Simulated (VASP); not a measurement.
# Ca (Im-3m) in VASP: relaxation of cell and atoms with LDA

Aim: the relaxation of cell and atoms of Ca with LDA.

Everything below comes from runs of VASP 6.6.1. Logs are shortened: lines on timing, memory, paths and dates and some standing lists are left out, and cuts for length are marked.

### Step 1. The cell of the first run

It takes space group Im-3m (No. 229, cubic). The conventional cell has a = 4.133 Å, b = 4.133 Å, c = 4.133 Å, α = 90.00°, β = 90.00°, γ = 90.00°. Ca (site symmetry m-3m) has 14 Ca at 3.58 to 4.13 Å within 4.7 Å.

This isn't the form of Ca at room conditions, which is fcc.

### Step 2. Relaxation of cell and atoms, LDA, target pressure 1.6 GPa, at which the enthalpy is minimised

File INCAR:

```
SYSTEM = Ca
PREC     = Accurate       ! precision mode
ENCUT    = 600            ! plane-wave cutoff, eV
EDIFF    = 1E-7           ! SCF threshold, eV
ISMEAR   = -1             ! smearing method
SIGMA    = 0.08           ! smearing width, eV
LREAL    = .False.        ! projectors in reciprocal space
LASPH    = .True.         ! aspherical terms in the spheres
NELM     = 100            ! most SCF steps
ALGO     = Normal         ! electronic algorithm
ISIF     = 3              ! what is computed and relaxed
LWAVE    = .False.        ! write WAVECAR
LCHARG   = .False.        ! write CHGCAR
GGA      = CA             ! functional
IBRION   = 2              ! ionic algorithm
NSW      = 60             ! ionic steps
EDIFFG   = -0.005         ! ionic threshold
PSTRESS  = 16.0
```

File KPOINTS:

```
Automatic mesh
0
Gamma
  13 13 13
  0 0 0
```

File POSCAR:

```
Ca
1.0
   -2.0666950381      2.0666950381      2.0666950381
    2.0666950381     -2.0666950381      2.0666950381
    2.0666950381      2.0666950381     -2.0666950381
Ca
1
Direct
    0.0000000000      0.0000000000      0.0000000000
```

Potentials or basis: VASP PAW LDA potentials, release 64 (Ca_sv).

The run is started by

```console
$ cat potpaw_LDA.64/Ca_sv/POTCAR > POTCAR
$ mpirun -np 1 vasp_std > vasp.out
```

OUTCAR:

```text
SYSTEM = Ca
   PREC = Accurate
   ENCUT = 600
   EDIFF = 1E-7
   ISMEAR = -1
   LREAL = .False.
   LASPH = .True.
   NELM = 100
   ISIF = 3
   GGA = CA
   IBRION = 2
   NSW = 60
   EDIFFG = -0.005
   PSTRESS = 16.0

 ion  position               nearest neighbor table
   1  0.000  0.000  0.000-

  LATTYP: Found a body centered cubic cell.
 ALAT       =     4.1333900762

  Lattice vectors:

 A1 = (  -2.0666950381,   2.0666950381,   2.0666950381)
 A2 = (   2.0666950381,  -2.0666950381,   2.0666950381)
 A3 = (   2.0666950381,   2.0666950381,  -2.0666950381)

Analysis of symmetry for initial positions (statically):
=====================================================================
 Subroutine PRICEL returns:
 Original cell was already a primitive cell.

 Routine SETGRP: Setting up the symmetry group for a
 body centered cubic supercell.

 Subroutine GETGRP returns: Found 48 space group operations
 (whereof 48 operations were pure point group operations)
 out of a pool of 48 trial point group operations.

The static configuration has the point symmetry O_h .

Analysis of symmetry for dynamics (positions and initial velocities):
=====================================================================
 Subroutine PRICEL returns:
 Original cell was already a primitive cell.

 Routine SETGRP: Setting up the symmetry group for a
 body centered cubic supercell.

 Subroutine GETGRP returns: Found 48 space group operations
 (whereof 48 operations were pure point group operations)
 out of a pool of 48 trial point group operations.

The dynamic configuration has the point symmetry O_h .

 Subroutine INISYM returns: Found 48 space group operations
 (whereof 48 operations are pure point group operations),
 and found     1 'primitive' translations

----------------------------------------------------------------------------------------

                                     Primitive cell

  volume of cell :      35.3093

  direct lattice vectors                    reciprocal lattice vectors
    -2.066695038  2.066695038  2.066695038     0.000000000  0.241932163  0.241932163
     2.066695038 -2.066695038  2.066695038     0.241932163  0.000000000  0.241932163
     2.066695038  2.066695038 -2.066695038     0.241932163  0.241932163  0.000000000

  length of vectors
     3.579620810  3.579620810  3.579620810     0.342143746  0.342143746  0.342143746

[... 86 lines left out ...]
   POTIM  = 0.5000    time-step for ionic-motion
   TEBEG  =    0.0;   TEEND  =   0.0 temperature during run
   PSTRESS=   16.0 pullay stress
   NELECT =      10.0000    total number of electrons
   NUPDOWN=      -1.0000    fix difference up-down
   EMIN   =  10.00;   EMAX   =-10.00  energy-range for DOS
   EFERMI =   0.00;   METHOD = LEGACY
   ISMEAR =    -1;   SIGMA  =   0.08  broadening in eV -4-tet -1-fermi 0-gaus
   EFERMI_NEDOS =   21; number of points for ismear=-14 and -15
   IALGO  =     38    algorithm
   IMIX   =      4    mixing-type and parameters
     AMIX     =   0.40;   BMIX     =  1.00
     AMIX_MAG =   1.60;   BMIX_MAG =  1.00
  volume/ion in A,a.u.               =      35.31       238.28
  Fermi-wavevector in a.u.,A,eV,Ry     =   1.075091  2.031627 15.725886  1.155820
  Thomas-Fermi vector in A             =   2.210937
   LORBIT       =      0    0 simple, 1 ext, 2 COOP (PROOUT), +10 PAW based schemes
   GGA     = CA    functional components
   LHFCALC =     F    Hartree Fock is set to
   AEXX    =    0.0000 exact exchange contribution
   IVDW    =     0    specifies the selected vdW correction
   LEPSILON=     F    determine dielectric tensor
   LRPA    =     F    only Hartree local field effects (RPA)
 conjugate gradient relaxation of ions
 non-spin polarized calculation
  energy-cutoff  :      600.00
  volume of cell :       35.31
 maximum number of plane-waves:      1205
 NGX is ok and might be reduce to    30
   NGX = 15   NGY = 15   NGZ = 15

--------------------------------------- Ionic step        1  -------------------------------------------

 number of electron      10.0000000 magnetization

 number of electron       9.9999999 magnetization

 Free energy of the ion-electron system (eV)
  ---------------------------------------------------
  ext. energy  EPLUGINS =         0.00000000
  ---------------------------------------------------
  free energy    TOTEN  =        -2.19900409 eV

  energy without entropy =       -2.17453648  energy(sigma->0) =       -2.18677028

------------------------ aborting loop because EDIFF is reached ----------------------------------------

  FORCE on cell =-STRESS in cart. coord.  units (eV):
  Direction    XX          YY          ZZ          XY          YZ          ZX
  --------------------------------------------------------------------------------------
  -------------------------------------------------------------------------------------
  Total        0.3011586      0.3011586      0.3011586     -0.0000000     -0.0000000      0.0000000
  in kB       13.6652232     13.6652232     13.6652232     -0.0000000     -0.0000000      0.0000000
  external PRESSURE =      -2.3347768 kB  Pullay stress =      16.0000000 kB
[... 61 lines left out ...]
--------------------------------------- Ionic step        3  -------------------------------------------

 number of electron       9.9999999 magnetization

 Free energy of the ion-electron system (eV)
  ---------------------------------------------------
  ext. energy  EPLUGINS =         0.00000000
  ---------------------------------------------------
  free energy    TOTEN  =        -2.19578026 eV

  energy without entropy =       -2.17181558  energy(sigma->0) =       -2.18379792

 E-fermi :   2.6014     XC(G=0):  -8.5926

 val. band max:        2.5881477403   @ k =  -0.4615  -0.4615   0.2308
 cond. band min:       2.6419647887   @ k =  -0.3846  -0.3846   0.0769
 fundamental gap:      0.0538170484
 Fermi energy:         2.6013834746

 k-point     1 :       0.0000    0.0000    0.0000
  band No.  band energies     occupation
      1     -38.5376      2.00000
      2     -19.7026      2.00000
      3     -19.7026      2.00000
      4     -19.7026      2.00000
      5      -1.7587      2.00000
      6       5.0558      0.00000
      7       5.0558      0.00000
      8       5.0558      0.00000
      9       6.3563      0.00000
[... 265 lines left out ...]
 k-point    24 :       0.2308    0.0769    0.0769
  band No.  band energies     occupation
      1     -38.5105      2.00000
      2     -19.9050      2.00000
      3     -19.7638      2.00000
      4     -19.7173      2.00000
      5       0.2707      2.00000
      6       3.7438      0.00000
      7       4.0215      0.00000
      8       6.2947      0.00000
      9       6.5349      0.00000

 [... further k-points ...]
[... 5 lines left out ...]
  --------------------------------------------------------------------------------------
  -------------------------------------------------------------------------------------
  Total        0.3502945      0.3502945      0.3502945      0.0000000     -0.0000000      0.0000000
  in kB       16.0528822     16.0528822     16.0528822      0.0000000     -0.0000000      0.0000000
  external PRESSURE =       0.0528822 kB  Pullay stress =      16.0000000 kB
[... 20 lines left out ...]
  energy  without entropy=       -2.1718155848  energy(sigma->0) =       -2.18379792

  enthalpy is  TOTEN    =        -1.8466396820 eV   P V=        0.3491405806

 reached required accuracy - stopping structural energy minimisation
```

CONTCAR:

```text
Ca
   1.00000000000000
    -2.0598881825378244    2.0598881825378244    2.0598881825378244
     2.0598881825378244   -2.0598881825378244    2.0598881825378244
     2.0598881825378244    2.0598881825378244   -2.0598881825378244
  Ca
     1
Direct
     0.0000000000000000    0.0000000000000000    0.0000000000000000

  0.00000000E+00  0.00000000E+00  0.00000000E+00
```

It took 100 s on 1 thread of Oxide Virtual Turin-like, shared host; peak memory 0.15 GiB.

What came out:

| Property | Result |
| --- | --- |
| Free energy | -2.1958 eV |
| Relaxed volume | 34.96 Å³/atom |
| Relaxed cell | a = 3.568 Å, b = 3.568 Å, c = 3.568 Å, α = 109.47°, β = 109.47°, γ = 109.47° |
| Space group after relaxing (to 0.1 Å) | Im-3m (No. 229) |
| Energy change on relaxing (the run minimises the enthalpy) | +3.2 meV/atom |
| Ionic steps | 3 |
| Pressure after relaxing | 1.6 GPa |
| Band gap on the k mesh | zero (bands 5 and 6 overlap by 0.45 eV) |

The path:
```csv
step,energy change (eV),largest force (eV/Å),pressure (GPa),volume (Å³)
1,0.0000,0.0000,1.37,35.31
2,0.0024,0.0000,1.54,35.05
3,0.0032,0.0000,1.61,34.96
```

Final structure:
```yaml
crystal:
  lattice:
    - [-2.05989, 2.05989, 2.05989]
    - [2.05989, -2.05989, 2.05989]
    - [2.05989, 2.05989, -2.05989]
  atoms:
    - { symbol: Ca, position: [0.00000, 0.00000, 0.00000] }
```

Caveat: the cell is relaxed towards a set pressure, so the run minimises the enthalpy, not the energy.

The gap in the log of VASP goes by the Fermi energy; the results here count the filled bands.